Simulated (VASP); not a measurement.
# ZnCu in VASP: notebook, part 2 of 2

VASP 6.6.1.

### 3 Electric field gradients, PBE (xy shear strain of -2 %)

Contents of INCAR:

```
SYSTEM = ZnCu
  PREC = Accurate
  ENCUT = 520
  EDIFF = 1E-8
  ISMEAR = -1
  SIGMA = 0.08
  LREAL = .False.
  LASPH = .True.
  NELM = 60
  ALGO = Normal
  ISIF = 2
  LWAVE = .False.
  LCHARG = .False.
  GGA = PE
  LEFG = .True.
  NBANDS = 18
```

Contents of KPOINTS:

```
Automatic mesh
0
Gamma
  14 14 14
  0 0 0
```

Contents of POSCAR:

```
ZnCu
1.0
    2.9450000000     -0.0294500000      0.0000000000
   -0.0294500000      2.9450000000      0.0000000000
    0.0000000000      0.0000000000      2.9450000000
Zn Cu
1 1
Direct
    0.5000000000      0.5000000000      0.5000000000
    0.0000000000      0.0000000000      0.0000000000
```

Potentials or basis: VASP PAW PBE potentials, release 64 (Zn, Cu).

Launch:

```console
> cat potpaw_PBE.64/Zn/POTCAR potpaw_PBE.64/Cu/POTCAR > POTCAR
> mpirun -np 1 vasp_std > vasp.out
```

OUTCAR:

```text
SYSTEM = ZnCu
   PREC = Accurate
   ENCUT = 520
   EDIFF = 1E-8
   ISMEAR = -1
   LREAL = .False.
   LASPH = .True.
   NELM = 60
   ISIF = 2
   GGA = PE

 ion  position               nearest neighbor table
   1  0.500  0.500  0.500-   2 2.53   2 2.53   2 2.53   2 2.53   2 2.57   2 2.57   2 2.57   2 2.57

   2  0.000  0.000  0.000-   1 2.53   1 2.53   1 2.53   1 2.53   1 2.57   1 2.57   1 2.57   1 2.57

  LATTYP: Found a base centered orthorhombic cell.
 ALAT       =     4.1232103518
 B/A-ratio  =     1.0202020202
 C/A-ratio  =     0.7142492739

  Lattice vectors:

 A1 = (   2.9450000000,  -0.0294500000,   0.0000000000)
 A2 = (  -0.0294500000,   2.9450000000,   0.0000000000)
 A3 = (   0.0000000000,   0.0000000000,   2.9450000000)

Analysis of symmetry for initial positions (statically):
=====================================================================
[... 697 lines left out ...]
  energy-cutoff  :      520.00
  volume of cell :       25.54
      direct lattice vectors                 reciprocal lattice vectors
     2.945000000 -0.029450000  0.000000000     0.339592533  0.003395925  0.000000000
    -0.029450000  2.945000000  0.000000000     0.003395925  0.339592533  0.000000000
     0.000000000  0.000000000  2.945000000     0.000000000  0.000000000  0.339558574

 POSITION                                       TOTAL-FORCE (eV/Angst)
 -----------------------------------------------------------------------------------
      1.45777      1.45777      1.47250        -0.000000      0.000000      0.000000
      0.00000      0.00000      0.00000         0.000000      0.000000      0.000000
 -----------------------------------------------------------------------------------
    total drift:                                0.000000      0.000000     -0.000000

  FREE ENERGIE OF THE ION-ELECTRON SYSTEM (eV)
  ---------------------------------------------------
  free  energy   TOTEN  =        -5.0121291696 eV

  energy  without entropy=       -5.0032709037  energy(sigma->0) =       -5.00770004

 Electric field gradients (V/A^2)
---------------------------------------------------------------------
 ion       V_xx      V_yy      V_zz      V_xy      V_xz      V_yz
---------------------------------------------------------------------
   1       0.042     0.042    -0.084    -3.743     0.000    -0.000
   2       0.038     0.038    -0.076    -2.453     0.000    -0.000
---------------------------------------------------------------------

 Electric field gradients after diagonalization (V/A^2)
 (convention: |V_zz| > |V_xx| > |V_yy|)
----------------------------------------------------------------------
 ion       V_xx      V_yy      V_zz     asymmetry (V_yy - V_xx)/ V_zz
----------------------------------------------------------------------
   1      -3.701    -0.084     3.785       0.956
   2      -2.415    -0.076     2.491       0.939
----------------------------------------------------------------------

           NMR quadrupolar parameters

 Cq : quadrupolar parameter    Cq=e*Q*V_zz/h
 eta: asymmetry parameters     (V_yy - V_xx)/ V_zz
 Q  : nuclear electric quadrupole moment in mb (millibarn)
----------------------------------------------------------------------
 ion       Cq(MHz)       eta       Q (mb)
----------------------------------------------------------------------
   1       0.009       0.956       1.000
   2       0.006       0.939       1.000
----------------------------------------------------------------------
```

OSZICAR:

```text
N       E                     dE             d eps       ncg     rms          rms(c)
DAV:   1     0.114464250607E+03    0.11446E+03   -0.11352E+04 17760   0.212E+03
DAV:   2    -0.132623841997E+01   -0.11579E+03   -0.11107E+03 16486   0.300E+02
DAV:   3    -0.605521246693E+01   -0.47290E+01   -0.46865E+01 18412   0.752E+01
DAV:   4    -0.609378985716E+01   -0.38577E-01   -0.38564E-01 18806   0.631E+00
DAV:   5    -0.609431371825E+01   -0.52386E-03   -0.52385E-03 18384   0.756E-01    0.952E+00
DAV:   6    -0.595126121594E+01    0.14305E+00   -0.14491E+01 17508   0.908E+01    0.604E+00
DAV:   7    -0.502248830947E+01    0.92877E+00   -0.31826E+00 17686   0.867E+01    0.225E+00
DAV:   8    -0.502068996531E+01    0.17983E-02   -0.12970E-01 22290   0.468E+00    0.122E+00
DAV:   9    -0.501215724570E+01    0.85327E-02   -0.10823E-02 18690   0.231E+00    0.640E-02
DAV:  10    -0.501214275445E+01    0.14491E-04   -0.80579E-04 25092   0.614E-01    0.507E-02
DAV:  11    -0.501213077986E+01    0.11975E-04   -0.11222E-04 19400   0.302E-01    0.879E-03
DAV:  12    -0.501212935503E+01    0.14248E-05   -0.82528E-06 21274   0.578E-02    0.718E-04
DAV:  13    -0.501212913614E+01    0.21889E-06   -0.23119E-07 17162   0.574E-03    0.111E-03
DAV:  14    -0.501212920632E+01   -0.70181E-07   -0.16004E-08 10408   0.316E-03    0.199E-04
DAV:  15    -0.501212916771E+01    0.38604E-07   -0.51830E-09  8912   0.917E-04    0.105E-04
DAV:  16    -0.501212916964E+01   -0.19218E-08   -0.43476E-10  8744   0.364E-04
   1 F= -.50121292E+01 E0= -.50077000E+01  d E =-.885827E-02
```

Wall time 3.5 min (1 thread of Intel Xeon 8259CL, shared host); peak memory 0.33 GiB.

What came out:

* Free energy: -5.0121 eV
* Pressure: 2.9 GPa
* Band gap on the k mesh: zero (an odd number of electrons rules out a gap without spin polarisation)
* Largest electric field gradient by atom: Zn +3.8; Cu +2.5 V/Å²

Stress tensor (GPa, compression positive):
```
2.89 1.94 0.00
1.94 2.89 0.00
0.00 0.00 2.92
```

Levels at points of the mesh, in eV from the Fermi level:
| k point | band 10 | band 11 | band 12 | band 13 | band 14 | band 15 |
| --- | --- | --- | --- | --- | --- | --- |
| (0.00, 0.00, 0.00) | -2.75 | -2.75 | 6.15 | 6.21 | 6.29 | 11.24 |
| (0.50, 0.00, 0.00) | -3.30 | -2.83 | -2.03 | 11.66 | 11.70 | 12.25 |
| (0.50, 0.50, 0.00) | -2.52 | -2.04 | -1.77 | 1.64 | 2.19 | 13.89 |
| (0.00, 0.00, 0.50) | -3.28 | -2.83 | -2.03 | 11.68 | 11.72 | 12.30 |
| (0.50, 0.00, 0.50) | -2.52 | -1.90 | -1.90 | 1.74 | 2.09 | 13.85 |
| (0.50, 0.50, 0.50) | -2.50 | 3.75 | 4.18 | 4.37 | 4.42 | 4.47 |

Electric field gradients, principal values (V/Å²):
| atom | least | middle | greatest (by size) |
| --- | --- | --- | --- |
| 1 Zn | -0.084 | -3.701 | 3.785 |
| 2 Cu | -0.076 | -2.415 | 2.491 |

Caveat: the cell differs from its parent crystal (xy shear strain of -2 %); without QUAD_EFG the Cq values of the log hold for a quadrupole moment of 1 mb, not for the nuclei.

### 4 Electric field gradients, PBE (atom 1 (Zn) moved by [0.084853, 0.084853, 0.0] A)

Contents of INCAR:

```
SYSTEM = ZnCu
ALGO     = Normal         ! electronic algorithm
EDIFF    = 1E-8           ! SCF threshold, eV
ENCUT    = 520            ! plane-wave cutoff, eV
GGA      = PE             ! functional
ISIF     = 2              ! what is computed and relaxed
ISMEAR   = -1             ! smearing method
LASPH    = .True.         ! aspherical terms in the spheres
LCHARG   = .False.        ! write CHGCAR
LEFG     = .True.       
LREAL    = .False.        ! projectors in reciprocal space
LWAVE    = .False.        ! write WAVECAR
NBANDS   = 18             ! bands
NELM     = 80             ! most SCF steps
PREC     = Accurate       ! precision mode
SIGMA    = 0.08           ! smearing width, eV
```

Contents of KPOINTS:

```
k-points
0
Gamma
  14 14 14
  0 0 0
```

Contents of POSCAR:

```
ZnCu
1.0
    2.9450000000      0.0000000000      0.0000000000
    0.0000000000      2.9450000000      0.0000000000
    0.0000000000      0.0000000000      2.9450000000
Zn Cu
1 1
Direct
    0.5288125637      0.5288125637      0.5000000000
    0.0000000000      0.0000000000      0.0000000000
```

Potentials or basis: VASP PAW PBE potentials, release 64 (Zn, Cu).

Launch:

```console
> cat potpaw_PBE.64/Zn/POTCAR potpaw_PBE.64/Cu/POTCAR > POTCAR
> mpirun -np 1 vasp_std > vasp.out
```

OUTCAR:

```text
SYSTEM = ZnCu
   EDIFF = 1E-8
   ENCUT = 520
   GGA = PE
   ISIF = 2
   ISMEAR = -1
   LASPH = .True.
   LREAL = .False.
   NELM = 80
   PREC = Accurate

 ion  position               nearest neighbor table
   1  0.529  0.529  0.500-   2 2.45   2 2.45   2 2.55   2 2.55   2 2.55   2 2.55   2 2.65   2 2.65

   2  0.000  0.000  0.000-   1 2.45   1 2.45   1 2.55   1 2.55   1 2.55   1 2.55   1 2.65   1 2.65

  LATTYP: Found a simple cubic cell.
 ALAT       =     2.9450000000

  Lattice vectors:

 A1 = (   2.9450000000,   0.0000000000,   0.0000000000)
 A2 = (   0.0000000000,   2.9450000000,   0.0000000000)
 A3 = (   0.0000000000,   0.0000000000,   2.9450000000)

Analysis of symmetry for initial positions (statically):
=====================================================================
 Subroutine PRICEL returns:
 Original cell was already a primitive cell.

 Routine SETGRP: Setting up the symmetry group for a
 simple cubic supercell.

 Subroutine GETGRP returns: Found  4 space group operations
[... 693 lines left out ...]
     2.945000000  0.000000000  0.000000000     0.339558574  0.000000000  0.000000000
     0.000000000  2.945000000  0.000000000     0.000000000  0.339558574  0.000000000
     0.000000000  0.000000000  2.945000000     0.000000000  0.000000000  0.339558574

 POSITION                                       TOTAL-FORCE (eV/Angst)
 -----------------------------------------------------------------------------------
      1.55735      1.55735      1.47250        -0.427777     -0.427777      0.000000
      0.00000      0.00000      0.00000         0.427777      0.427777      0.000000
 -----------------------------------------------------------------------------------
    total drift:                               -0.000046     -0.000046      0.000025

  FREE ENERGIE OF THE ION-ELECTRON SYSTEM (eV)
  ---------------------------------------------------
  free  energy   TOTEN  =        -4.9794963062 eV

  energy  without entropy=       -4.9706398809  energy(sigma->0) =       -4.97506809

 Electric field gradients (V/A^2)
---------------------------------------------------------------------
 ion       V_xx      V_yy      V_zz      V_xy      V_xz      V_yz
---------------------------------------------------------------------
   1       0.498     0.498    -0.996    -0.423    -0.000    -0.000
   2       0.190     0.190    -0.380    -0.399     0.000     0.000
---------------------------------------------------------------------

 Electric field gradients after diagonalization (V/A^2)
 (convention: |V_zz| > |V_xx| > |V_yy|)
----------------------------------------------------------------------
 ion       V_xx      V_yy      V_zz     asymmetry (V_yy - V_xx)/ V_zz
----------------------------------------------------------------------
   1       0.921     0.075    -0.996       0.849
   2      -0.380    -0.209     0.589       0.290
----------------------------------------------------------------------

           NMR quadrupolar parameters

 Cq : quadrupolar parameter    Cq=e*Q*V_zz/h
 eta: asymmetry parameters     (V_yy - V_xx)/ V_zz
 Q  : nuclear electric quadrupole moment in mb (millibarn)
----------------------------------------------------------------------
 ion       Cq(MHz)       eta       Q (mb)
----------------------------------------------------------------------
   1      -0.002       0.849       1.000
   2       0.001       0.290       1.000
----------------------------------------------------------------------
```

stdout:

```text
POSCAR found type information on POSCAR ZnCu
 POSCAR found :  2 types and       2 ions
 scaLAPACK will be used
 LDA part: xc-table for (Slater+PW92), standard interpolation
 POSCAR, INCAR and KPOINTS ok, starting setup
 FFT: planning ... GRIDC
 FFT: planning ... GRID_SOFT
 FFT: planning ... GRID
 WAVECAR not read
 entering main loop
ion   1

ion   2
```

Wall time 3.5 min (1 thread of Intel Xeon 8259CL, shared host); peak memory 0.33 GiB.

Results:

```
Free energy                             : -4.9795 eV
Pressure                                : 3.6 GPa
Largest force                           : 0.605 eV/Å
Band gap on the k mesh                  : zero (an odd number of electrons rules out a gap without spin polarisation)
Largest electric field gradient by atom : Zn -1.0; Cu +0.6 V/Å²
```

Forces in eV/Å, atoms in the order of the input:
```
Zn  -0.428 -0.428  0.000
Cu   0.428  0.428  0.000
```

Electric field gradients, principal values (V/Å²):
| atom | least | middle | greatest (by size) |
| --- | --- | --- | --- |
| 1 Zn | 0.075 | 0.921 | -0.996 |
| 2 Cu | -0.209 | -0.380 | 0.589 |

Caveat: the cell differs from its parent crystal (atom 1 (Zn) moved by [0.084853, 0.084853, 0.0] A); the cell stands under pressure; without QUAD_EFG the Cq values of the log hold for a quadrupole moment of 1 mb, not for the nuclei.
